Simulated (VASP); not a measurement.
Runs of VASP 6.6.1 on CaMg2O3. The structure is that of space group P-3m1 (No. 164), or close to it. The cells are those of the table. 

```tsv
task	level	spin	cell	k mesh	smearing	k mesh for the DOS	occupations for the DOS	gap on the mesh (eV)	pressure (GPa)	moment (μB)	largest force (eV/Å)
single point	PBE	collinear, ferromagnetic start	a = 3.149, b = 3.149, c = 7.733 Å, angles 90.0, 90.0, 120.0°, 6 atoms	6 × 6 × 4	gaussian 0.1 eV	-	-	4.11	-0.1	0.00	0.08
single point	PBE	off	a = 3.149, b = 3.149, c = 7.733 Å, angles 90.0, 90.0, 120.0°, 6 atoms	12 × 12 × 4	gaussian 0.02 eV	-	-	4.11	-0.1	-	0.08
single point	r2SCAN	off	a = 3.149, b = 3.149, c = 7.733 Å, angles 90.0, 90.0, 120.0°, 6 atoms	12 × 12 × 4	gaussian 0.02 eV	-	-	4.90	(b)	-	0.18
single point	PBE	collinear, ferromagnetic start	a = 4.118, b = 4.118, c = 6.608 Å, angles 90.0, 90.0, 120.0°, 6 atoms	6 × 6 × 4	gaussian 0.1 eV	-	-	(a)	-7.8	1.77	4.79
```

Alike in all rows: potentials or basis VASP PAW PBE potentials, release 64 (Ca_sv, Mg, O); cutoff (eV) 520.

Q: Estimate the missing entries.

A: (a) none; (b) -4.1.

Caveats: the PAW data sets were made with another functional, which shifts forces and pressure a little (some runs); forces of over 1 eV/Å act on the atoms, so gaps and moduli don't describe the material at rest (some runs).

A k mesh can miss the band edges.
